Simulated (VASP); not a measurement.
A run of VASP 6.6.1 is set up as follows.

INCAR

```
PREC     = Accurate       # precision mode
ENCUT    = 520            # plane-wave cutoff, eV
EDIFF    = 1E-6           # SCF threshold, eV
ISMEAR   = 0              # smearing method
SIGMA    = 0.1            # smearing width, eV
LREAL    = Auto         
LASPH    = T              # aspherical terms in the spheres
NELM     = 60             # most SCF steps
ALGO     = Normal         # electronic algorithm
ISIF     = 2              # what is computed and relaxed
LWAVE    = F              # write WAVECAR
LCHARG   = F              # write CHGCAR
GGA      = PE             # functional
NBANDS   = 32             # bands
```

Contents of KPOINTS:

```
regular mesh
0
Gamma
  4 4 3
```

File POSCAR:

```
Be16C
1.0
   -2.2900000000     -3.9663960000      0.0000000000
    3.4350000000     -1.9831980000      0.0000000000
    0.0000000000      0.0000000000      7.1768600000
Be C
16 1
Direct
    0.7497352274      0.5024627863      0.0060373199
    0.4949764884      0.3405884013      0.2432965113
    0.7501408935      0.5019000425      0.4821621155
    0.4792913050      0.3243074493      0.7581576065
    0.4950736826     -0.0077104124      0.0061623050
    0.2497155948      0.8386540646      0.2443889110
    0.4807124171      0.0091343334      0.4924557536
    0.2496171314      0.7993435898      0.7586013939
    0.2497139681      0.4945898069      0.0059976090
    0.0046794727      0.3405007256      0.2433071009
    0.2497379913      0.5341298399      0.4922186026
    0.0197433103      0.3237872432      0.7579166934
    0.0044790374     -0.0075880653      0.0061529694
    0.7497122426      0.8317557600      0.2427660565
    0.0184219778      0.0098230943      0.4926789710
    0.7499801695      0.8372188030      0.7644111770
    0.7491484168      0.1717129183      0.6244914907
```

Potentials or basis: VASP PAW PBE potentials, release 64 (Be, C).

Run with:

```console
$ cat potpaw_PBE.64/Be/POTCAR potpaw_PBE.64/C/POTCAR > POTCAR
$ mpirun -np 1 vasp_std > vasp.out
```

(1) Predict the band gap on the k mesh.

(2) Predict the pressure.

(3) What does it give for the largest force?

Answers

(1) zero (bands 18 and 19 overlap by 1.40 eV).

(2) 9.5 GPa.

(3) 0.033 eV/Å.

Caveat: the k points lie up to 0.40 Å⁻¹ apart, too coarse for converged energies and pressures of a metal.
